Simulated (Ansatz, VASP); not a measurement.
## MoS2 in VASP and in Ansatz

```
Mo S
1.0
     1.58759    0.91660    6.19394
    -1.58759    0.91660    6.19394
     0.00000   -1.83319    6.19394
Mo S
1 2
Direct
  0.99999 0.99999 0.99999
  0.41700 0.41700 0.41700
  0.24968 0.24968 0.24968
```

Alike in both runs: task single point; functional PBE; k mesh 8 × 8 × 8; no spin polarisation.

|  | VASP | Ansatz |
| --- | --- | --- |
| version | VASP 6.6.1 | Ansatz 0.2.0 |
| potentials or method | VASP PAW PBE potentials, release 64 (Mo_sv, S) | plane waves, PAW |
| plane-wave cutoff (eV) | 520 | 420 |
| occupations | gaussian, width 0.01 eV | fixed |
| valence electrons in the cell | 26 | 26 |

```tsv
	VASP	Ansatz	Ansatz less VASP
gap on the k mesh at the Fermi level (eV)	1.06	1.04	-0.015
```
